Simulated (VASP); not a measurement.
Here is a VASP 6.6.1 calculation.

File INCAR:

```
SYSTEM = SiO2
PREC = Accurate
ENCUT = 520
EDIFF = 1E-8
ISMEAR = -1
SIGMA = 0.02
LREAL = .FALSE.
LASPH = .TRUE.
NELM = 100
ALGO = Normal
ISIF = 2
LWAVE = .FALSE.
LCHARG = .FALSE.
GGA = PE
LEFG = .TRUE.
NBANDS = 44
```

The input KPOINTS:

```
regular mesh
0
G
  5 5 5
  0 0 0
```

Contents of POSCAR:

```
SiO2
1.0
   -2.6233364600      4.7767535050      4.4416747250
    2.6233364600     -4.7767535050      4.4416747250
    2.6233364600      4.7767535050     -4.4416747250
Si O
4 8
Direct
    0.9295488000      0.8449448900      0.0846039100
    0.7396590200      0.1550551100      0.5846039100
    0.0704512000      0.1550551100      0.9153960900
    0.2603409800      0.8449448900      0.4153960900
    0.1306888700      0.8806888700      0.2500000000
    0.8693111300      0.1193111300      0.7500000000
    0.7931754100      0.5000000000      0.7931754100
    0.2068245900      0.0000000000      0.7068245900
    0.2068245900      0.5000000000      0.2068245900
    0.7931754100      0.0000000000      0.2931754100
    0.0000000000      0.0000000000      0.0000000000
    0.5000000000      0.0000000000      0.5000000000
```

Potentials or basis: VASP PAW PBE potentials, release 64 (Si, O).

Launch:

```console
$ cat potpaw_PBE.64/Si/POTCAR potpaw_PBE.64/O/POTCAR > POTCAR
$ mpirun -np 1 vasp_std > vasp.out
```

(1) Predict the band gap on the k mesh.

(2) Predict the pressure.

(3) What does it give for the largest force?

Answers

(1) 5.49 eV, direct.

(2) 3.5 GPa.

(3) 0.292 eV/Å.

Caveat: without QUAD_EFG the Cq values of the log hold for a quadrupole moment of 1 mb, not for the nuclei.
